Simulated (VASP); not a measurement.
Wanted: the native input for a VASP 6.6.1 run.

| Item | Value |
| --- | --- |
| Task | single point |
| Functional | PBEsol |
| Potentials or basis | VASP PAW PBE potentials, release 64 (W_sv, C) |
| Cutoff | 520 eV |
| k mesh | 18 × 18 × 14 |
| Occupations | gaussian, width 0.1 eV |
| Spin | no spin polarisation |
| Dipole correction | no |
| Further INCAR settings | ALGO = Normal; EDIFF = 1e-06; NBANDS = 16 |

The structure of WC lies in POSCAR:

```
WC
1.0
    2.7478190404      0.0000000000      0.0000000000
   -1.3739095202      2.3796810940      0.0000000000
    0.0000000000      0.0000000000      2.8498214400
W C
1 1
Direct
    0.0000000000      0.0000000000      0.0000000000
    0.6666666667      0.3333333333      0.5000000000
```

This cell differs from its parent crystal: strained.

One way to write it, as run:

INCAR

```
  PREC = Accurate
  ENCUT = 520
  EDIFF = 1E-6
  ISMEAR = 0
  SIGMA = 0.1
  LREAL = F
  LASPH = T
  NELM = 80
  ALGO = Normal
  ISIF = 2
  LWAVE = F
  LCHARG = T
  GGA = PS
  LELF = T
  LVHAR = T
  NBANDS = 16
```

KPOINTS

```
Automatic mesh
0
Gamma
  18 18 14
```

Potentials or basis: VASP PAW PBE potentials, release 64 (W_sv, C).

Run with:

```bash
$ cat potpaw_PBE.64/W_sv/POTCAR potpaw_PBE.64/C/POTCAR > POTCAR
$ mpirun -np 1 vasp_std > vasp.out
```

Results of the run:

The pressure is 49.9 GPa and the band gap on the k mesh is zero (band 9 reaches 13.07 eV, above the bottom of band 10 at 11.75 eV).

Caveat: the cell differs from its parent crystal (strained); the PAW data sets were made with another functional, which shifts forces and pressure a little; spin-orbit coupling is left out, which moves the levels of the heavy elements.

Wall time 78 s on 1 thread of Intel Xeon 8259CL (shared host), peak memory 0.2 GiB.
